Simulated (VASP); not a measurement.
# NaCl (Fm-3m) in VASP: further runs, part 2 of 2

VASP 6.6.1. The steps go on from the part before.

## (3) Single point, PBE

This run uses another cell than the first one, of 23.32 Å³/atom, 1.040 times its volume.

Input file INCAR:

```
PREC = Accurate
ENCUT = 500
EDIFF = 1E-6
ISMEAR = 0
SIGMA = 0.01
LREAL = False
LASPH = True
NELM = 120
ALGO = Normal
ISIF = 2
LWAVE = False
LCHARG = True
GGA = PE
LELF = True
LVHAR = True
NBANDS = 14
GGA_COMPAT = False
```

Input file KPOINTS:

```
Automatic mesh
0
Gamma
  4 4 4
```

Input file POSCAR:

```
NaCl
1.0
    0.0000000000      2.8571095188      2.8571095188
    2.8571095188      0.0000000000      2.8571095188
    2.8571095188      2.8571095188      0.0000000000
Na Cl
1 1
Direct
    0.0000000000      0.0000000000      0.0000000000
    0.5000000000      0.5000000000      0.5000000000
```

Potentials or basis: VASP PAW PBE potentials, release 64 (Na_pv, Cl).

Started as:

```sh
cat potpaw_PBE.64/Na_pv/POTCAR potpaw_PBE.64/Cl/POTCAR > POTCAR
mpirun -np 1 vasp_std > vasp.out
```

OUTCAR:

```text
PREC = Accurate
   ENCUT = 500
   EDIFF = 1E-6
   ISMEAR = 0
   LREAL = False
   LASPH = True
   NELM = 120
   ISIF = 2
   GGA = PE

 ion  position               nearest neighbor table
   1  0.000  0.000  0.000-
   2  0.500  0.500  0.500-

  LATTYP: Found a face centered cubic cell.
 ALAT       =     5.7142190376

  Lattice vectors:

 A1 = (   0.0000000000,   2.8571095188,   2.8571095188)
 A2 = (   2.8571095188,   0.0000000000,   2.8571095188)
 A3 = (   2.8571095188,   2.8571095188,   0.0000000000)

Analysis of symmetry for initial positions (statically):
=====================================================================
 Subroutine PRICEL returns:
 Original cell was already a primitive cell.

 Routine SETGRP: Setting up the symmetry group for a
 face centered cubic supercell.

 Subroutine GETGRP returns: Found 48 space group operations
 (whereof 48 operations were pure point group operations)
 out of a pool of 48 trial point group operations.

The static configuration has the point symmetry O_h .

Analysis of symmetry for dynamics (positions and initial velocities):
=====================================================================
 Subroutine PRICEL returns:
 Original cell was already a primitive cell.

 Routine SETGRP: Setting up the symmetry group for a
 face centered cubic supercell.

 Subroutine GETGRP returns: Found 48 space group operations
 (whereof 48 operations were pure point group operations)
 out of a pool of 48 trial point group operations.

The dynamic configuration has the point symmetry O_h .

 Subroutine INISYM returns: Found 48 space group operations
 (whereof 48 operations are pure point group operations),
 and found     1 'primitive' translations

----------------------------------------------------------------------------------------

                                     Primitive cell

  volume of cell :      46.6456

  direct lattice vectors                    reciprocal lattice vectors
     0.000000000  2.857109519  2.857109519    -0.175002042  0.175002042  0.175002042
     2.857109519  0.000000000  2.857109519     0.175002042 -0.175002042  0.175002042
     2.857109519  2.857109519  0.000000000     0.175002042  0.175002042 -0.175002042

  length of vectors
     4.040563031  4.040563031  4.040563031     0.303112428  0.303112428  0.303112428

  position of ions in fractional coordinates (direct lattice)
     0.000000000  0.000000000  0.000000000
     0.500000000  0.500000000  0.500000000

  ion indices of the primitive-cell ions
   primitive index   ion index
                 1           1
                 2           2

----------------------------------------------------------------------------------------

 KPOINTS: Automatic mesh

Automatic generation of k-mesh.
 Grid dimensions read from file:
 generate k-points for:    4    4    4

 Generating k-lattice:

  Cartesian coordinates                     Fractional coordinates (reciprocal lattice)
    -0.043750510  0.043750510  0.043750510     0.250000000  0.000000000  0.000000000
     0.043750510 -0.043750510  0.043750510     0.000000000  0.250000000  0.000000000
     0.043750510  0.043750510 -0.043750510     0.000000000  0.000000000  0.250000000

  Length of vectors
     0.075778107  0.075778107  0.075778107

  Shift w.r.t. Gamma in fractional coordinates (k-lattice)
     0.000000000  0.000000000  0.000000000

 Subroutine IBZKPT returns following result:
 ===========================================

 Found      8 irreducible k-points:

 Following reciprocal coordinates:
            Coordinates               Weight
  0.000000  0.000000  0.000000      1.000000
  0.250000  0.000000  0.000000      8.000000
  0.500000  0.000000  0.000000      4.000000
  0.250000  0.250000  0.000000      6.000000
  0.500000  0.250000  0.000000     24.000000
 -0.250000  0.250000  0.000000     12.000000
  0.500000  0.500000  0.000000      3.000000
 -0.250000  0.500000  0.250000      6.000000
   k-points           NKPTS =      8   k-points in BZ     NKDIM =      8   number of bands    NBANDS=     14
   number of dos      NEDOS =    301   number of ions     NIONS =      2
   total plane-waves  NPLWV =  27000
   dimension x,y,z NGX =    30 NGY =   30 NGZ =   30
   dimension x,y,z NGXF=    60 NGYF=   60 NGZF=   60
   ions per type =               1   1
   NGX,Y,Z   is equivalent  to a cutoff of  12.34, 12.34, 12.34 a.u.
   NGXF,Y,Z  is equivalent  to a cutoff of  24.69, 24.69, 24.69 a.u.
 SYSTEM =  unknown system
   PREC   = accura    normal or accurate (medium, high low for compatibility)
   ISTART =      0    job   : 0-new  1-cont  2-samecut
   ICHARG =      2    charge: 1-file 2-atom 10-const
   ISPIN  =      1    spin polarized calculation?
   LNONCOLLINEAR =      F non collinear calculations
   LSORBIT =      F    spin-orbit coupling
   LASPH  =      T    aspherical Exc in radial PAW
   ENCUT  =  500.0 eV  36.75 Ry    6.06 a.u.   7.37  7.37  7.37*2*pi/ulx,y,z
   NELM   =    120;   NELMIN=  2; NELMDL= -5     # of ELM steps
   EDIFF  = 0.1E-05   stopping-criterion for ELM
   LREAL  =      F    real-space projection
   EDIFFG = 0.1E-04   stopping-criterion for IOM
   NSW    =      0    number of steps for IOM
   IBRION =     -1    ionic relax: 0-MD 1-quasi-New 2-CG
   NFREE  =      0    steps in history (QN), initial steepest desc. (CG)
   ISIF   =      2    stress and relaxation
   ISYM   =      2    0-nonsym 1-usesym 2-fastsym
   POTIM  = 0.5000    time-step for ionic-motion
   TEBEG  =    0.0;   TEEND  =   0.0 temperature during run
   PSTRESS=    0.0 pullay stress
   NELECT =      14.0000    total number of electrons
   NUPDOWN=      -1.0000    fix difference up-down
   EMIN   =  10.00;   EMAX   =-10.00  energy-range for DOS
   EFERMI =   0.00;   METHOD = LEGACY
   ISMEAR =     0;   SIGMA  =   0.01  broadening in eV -4-tet -1-fermi 0-gaus
   EFERMI_NEDOS =   21; number of points for ismear=-14 and -15
   IALGO  =     38    algorithm
   IMIX   =      4    mixing-type and parameters
     AMIX     =   0.40;   BMIX     =  1.00
     AMIX_MAG =   1.60;   BMIX_MAG =  1.00
  volume/ion in A,a.u.               =      23.32       157.39
  Fermi-wavevector in a.u.,A,eV,Ry     =   1.096093  2.071315 16.346301  1.201419
  Thomas-Fermi vector in A             =   2.232428
   LORBIT       =      0    0 simple, 1 ext, 2 COOP (PROOUT), +10 PAW based schemes
   GGA     = PE    functional components
   LHFCALC =     F    Hartree Fock is set to
   AEXX    =    0.0000 exact exchange contribution
   IVDW    =     0    specifies the selected vdW correction
   LEPSILON=     F    determine dielectric tensor
   LRPA    =     F    only Hartree local field effects (RPA)
 non-spin polarized calculation
 Gauss-broadening in eV      SIGMA  =   0.01
  energy-cutoff  :      500.00
  volume of cell :       46.65
 maximum number of plane-waves:      1243
 NGX is ok and might be reduce to    30
   NGX = 15   NGY = 15   NGZ = 15

 number of electron      13.9999993 magnetization

 Free energy of the ion-electron system (eV)
  ---------------------------------------------------
  ext. energy  EPLUGINS =         0.00000000
  ---------------------------------------------------
  free energy    TOTEN  =        -6.77592454 eV

  energy without entropy =       -6.77592454  energy(sigma->0) =       -6.77592454

 E-fermi :  -0.9073     XC(G=0):  -7.9993

 val. band max:       -0.9498571126   @ k =   0.0000   0.0000   0.0000
 cond. band min:       4.0086493968   @ k =   0.0000   0.0000   0.0000
 fundamental gap:      4.9585065095
 Fermi energy:        -0.9073360895

 k-point     1 :       0.0000    0.0000    0.0000
  band No.  band energies     occupation
      1     -21.8505      2.00000
      2     -21.8505      2.00000
      3     -21.8505      2.00000
      4     -13.5236      2.00000
      5      -0.9499      2.00000
      6      -0.9499      2.00000
      7      -0.9499      2.00000
      8       4.0086      0.00000
      9      10.1260      0.00000
     10      10.1260      0.00000
     11      10.1260      0.00000
     12      12.2366      0.00000
     13      12.2366      0.00000
     14      13.7787      0.00000
[... 105 lines left out ...]
      1     -21.8623      2.00000
      2     -21.8623      2.00000
      3     -21.8589      2.00000
      4     -13.1651      2.00000
      5      -2.0593      2.00000
      6      -2.0593      2.00000
      7      -1.6528      2.00000
      8       7.7105      0.00000
      9       8.6472      0.00000
     10       8.6472      0.00000
     11      10.2071      0.00000
     12      14.4641      0.00000
     13      14.4641      0.00000
     14      15.0573      0.00000

------------------------ aborting loop because EDIFF is reached ----------------------------------------

  FORCE on cell =-STRESS in cart. coord.  units (eV):
  Direction    XX          YY          ZZ          XY          YZ          ZX
  --------------------------------------------------------------------------------------
  -------------------------------------------------------------------------------------
  Total       -0.0744483     -0.0744483     -0.0744483     -0.0000000     -0.0000000      0.0000000
  in kB       -2.5571406     -2.5571406     -2.5571406     -0.0000000     -0.0000000      0.0000000
  external PRESSURE =      -2.5571406 kB  Pullay stress =       0.0000000 kB

 VOLUME and BASIS-vectors are now :
 -----------------------------------------------------------------------------
  energy-cutoff  :      500.00
  volume of cell :       46.65
      direct lattice vectors                 reciprocal lattice vectors
     0.000000000  2.857109519  2.857109519    -0.175002042  0.175002042  0.175002042
     2.857109519  0.000000000  2.857109519     0.175002042 -0.175002042  0.175002042
     2.857109519  2.857109519  0.000000000     0.175002042  0.175002042 -0.175002042

 POSITION                                       TOTAL-FORCE (eV/Angst)
 -----------------------------------------------------------------------------------
      0.00000      0.00000      0.00000        -0.000000     -0.000000     -0.000000
      2.85711      2.85711      2.85711         0.000000      0.000000      0.000000
 -----------------------------------------------------------------------------------
    total drift:                               -0.000000      0.000000      0.000000

  FREE ENERGIE OF THE ION-ELECTRON SYSTEM (eV)
  ---------------------------------------------------
  free  energy   TOTEN  =        -6.7759245407 eV

  energy  without entropy=       -6.7759245407  energy(sigma->0) =       -6.77592454
```

OSZICAR:

```text
N       E                     dE             d eps       ncg     rms          rms(c)
DAV:   1     0.940547819625E+02    0.94055E+02   -0.70197E+03   224   0.984E+02
DAV:   2     0.127631483614E+01   -0.92778E+02   -0.87412E+02   236   0.261E+02
DAV:   3    -0.685358005624E+01   -0.81299E+01   -0.80704E+01   302   0.722E+01
DAV:   4    -0.698046963536E+01   -0.12689E+00   -0.12683E+00   260   0.958E+00
DAV:   5    -0.698297428060E+01   -0.25046E-02   -0.25046E-02   268   0.137E+00    0.214E+00
DAV:   6    -0.678175330843E+01    0.20122E+00   -0.34122E-01   272   0.327E+00    0.159E+00
DAV:   7    -0.676987307580E+01    0.11880E-01   -0.84400E-02   298   0.161E+00    0.109E+00
DAV:   8    -0.677590630258E+01   -0.60332E-02   -0.10257E-02   242   0.855E-01    0.289E-01
DAV:   9    -0.677579642604E+01    0.10988E-03   -0.21793E-04   284   0.111E-01    0.167E-01
DAV:  10    -0.677593913595E+01   -0.14271E-03   -0.39848E-04   260   0.141E-01    0.819E-02
DAV:  11    -0.677592455205E+01    0.14584E-04   -0.24690E-05   272   0.417E-02    0.184E-02
DAV:  12    -0.677592454065E+01    0.11395E-07   -0.27916E-06   272   0.136E-02
   1 F= -.67759245E+01 E0= -.67759245E+01  d E =-.371554E-11
```

It took 4.1 s on 1 thread of AMD EPYC 9R45 (Zen 5), shared host; peak memory 0.13 GiB.

Results:

- Free energy: -6.7759 eV
- Pressure: -0.3 GPa
- Band gap on the k mesh: 4.96 eV, direct

Caveat: the k points lie up to 0.48 Å⁻¹ apart.

## (4) Single point, PBE

This run uses another cell than the first one, of 23.32 Å³/atom, 1.040 times its volume.

Input file INCAR:

```
SYSTEM = NaCl
  PREC = Accurate
  ENCUT = 500
  EDIFF = 1E-6
  ISMEAR = 0
  SIGMA = 0.01
  LREAL = .FALSE.
  LASPH = .TRUE.
  NELM = 120
  ALGO = Normal
  ISIF = 2
  LWAVE = .FALSE.
  LCHARG = .FALSE.
  GGA = PE
  NBANDS = 14
  GGA_COMPAT = .FALSE.
```

Input file KPOINTS:

```
Automatic mesh
0
G
  4 4 4
  0 0 0
```

POSCAR is that of step 3.

Started as:

```sh
cat potpaw_PBE.64/Na_pv/POTCAR potpaw_PBE.64/Cl/POTCAR > POTCAR
mpirun -np 1 vasp_std > vasp.out
```

It took 3.6 s on 1 thread of AMD EPYC 9R45 (Zen 5), shared host; peak memory 0.12 GiB.

It converged, with:

```
Free energy            : -6.7759 eV
Pressure               : -0.3 GPa
Band gap on the k mesh : 4.96 eV, direct
```

Levels at points of the mesh, in eV from the valence-band top:
```
           k point  band 3  band 4  band 5  band 6  band 7  band 8  band 9  band 10  band 11  band 12
(0.00, 0.00, 0.00)  -20.90  -12.57    0.00    0.00    0.00    4.96   11.08    11.08    11.08    13.19
(0.50, 0.00, 0.00)  -20.90  -12.27   -1.81   -0.24   -0.24    7.20   10.31    10.87    10.87    14.73
(0.50, 0.50, 0.00)  -20.91  -12.23   -1.56   -0.56   -0.56    7.42    8.11    11.04    14.43    14.43
```

Caveat: the k points lie up to 0.48 Å⁻¹ apart.

## (5) Single point, PBE

This run uses another cell than the first one, of 24.22 Å³/atom, 1.080 times its volume.

Input file INCAR:

```
PREC = Accurate ; ENCUT = 500
EDIFF = 1E-6 ; ISMEAR = 0
SIGMA = 0.01 ; LREAL = False
LASPH = True ; NELM = 120
ALGO = Normal ; ISIF = 2
LWAVE = False ; LCHARG = False
GGA = PE ; NBANDS = 14
GGA_COMPAT = False
```

Input file KPOINTS:

```
Automatic mesh
0
Gamma
  4 4 4
```

Input file POSCAR:

```
NaCl
1.0
    0.0000000000      2.8932793018      2.8932793018
    2.8932793018      0.0000000000      2.8932793018
    2.8932793018      2.8932793018      0.0000000000
Na Cl
1 1
Direct
    0.0000000000      0.0000000000      0.0000000000
    0.5000000000      0.5000000000      0.5000000000
```

Started as:

```sh
cat potpaw_PBE.64/Na_pv/POTCAR potpaw_PBE.64/Cl/POTCAR > POTCAR
mpirun -np 1 vasp_std > vasp.out
```

Wall time 3.4 s (1 thread of AMD EPYC 9R45 (Zen 5), shared host); peak memory 0.12 GiB.

Results (log left out):

| Quantity | Value |
| --- | --- |
| Free energy | -6.7693 eV |
| Pressure | -1.0 GPa |
| Band gap on the k mesh | 4.82 eV, direct |

Levels at points of the mesh, in eV from the valence-band top:
```
           k point  band 3  band 4  band 5  band 6  band 7  band 8  band 9  band 10  band 11  band 12
(0.00, 0.00, 0.00)  -20.98  -12.50    0.00    0.00    0.00    4.82   11.03    11.03    11.03    13.09
(0.50, 0.00, 0.00)  -20.98  -12.23   -1.70   -0.22   -0.22    7.13   10.01    10.78    10.78    14.48
(0.50, 0.50, 0.00)  -20.99  -12.19   -1.47   -0.53   -0.53    7.30    8.13    10.79    14.10    14.10
```

Caveat: the k points lie up to 0.47 Å⁻¹ apart.

## (6) The runs side by side

```csv
cell,gap on the mesh (eV),pressure (GPa)
"a = 3.988 Å, angles 60.0°, 2 atoms",5.11,0.7
"a = 4.041 Å, angles 60.0°, 2 atoms",4.96,-0.3
"a = 4.092 Å, angles 60.0°, 2 atoms",4.82,-1.0
```

Alike in all rows: task single point; level PBE; potentials or basis VASP PAW PBE potentials, release 64 (Na_pv, Cl); no spin polarisation; k mesh 4 × 4 × 4; cutoff (eV) 500; smearing gaussian 0.01 eV.

Caveats: all runs use coarse meshes.

Absolute energies hang on the potentials; compare differences alone.
